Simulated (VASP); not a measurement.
Input of a VASP 6.6.1 run:

INCAR

```
  ALGO = Normal
  EDIFF = 1E-6
  ENCUT = 520
  GGA = PS
  ISIF = 2
  ISMEAR = 0
  LASPH = T
  LCHARG = F
  LREAL = F
  LWAVE = F
  NBANDS = 16
  NELM = 80
  PREC = Accurate
  SIGMA = 0.01
```

File KPOINTS:

```
k-points
0
Gamma
  12 12 8
```

POSCAR

```
AlN
1.0
    3.1135697640      0.0000000000      0.0000000000
   -1.5567848820      2.6964305121      0.0000000000
    0.0000000000      0.0000000000      4.9831404555
Al N
2 2
Direct
    0.3333333333      0.6666666667     -0.0265530092
    0.6666666667      0.3333333333      0.4734469908
    0.3333333333      0.6666666667      0.4085530092
    0.6666666667      0.3333333333      0.9085530092
```

Potentials or basis: VASP PAW PBE potentials, release 64 (Al, N).

Command:

```sh
$ cat potpaw_PBE.64/Al/POTCAR potpaw_PBE.64/N/POTCAR > POTCAR
$ mpirun -np 1 vasp_std > vasp.out
```

(1) Estimate the pressure.

(2) Predict the band gap on the k mesh.

(3) What does it give for the largest force?

## Answers

(1) 3.9 GPa.

(2) 3.27 eV.

(3) 1.361 eV/Å.

Caveat: the cell differs from its parent crystal (atoms moved along the polar distortion); the stress differs along the axes, from -12 to 12 GPa; the PAW data sets were made with another functional, which shifts forces and pressure a little.
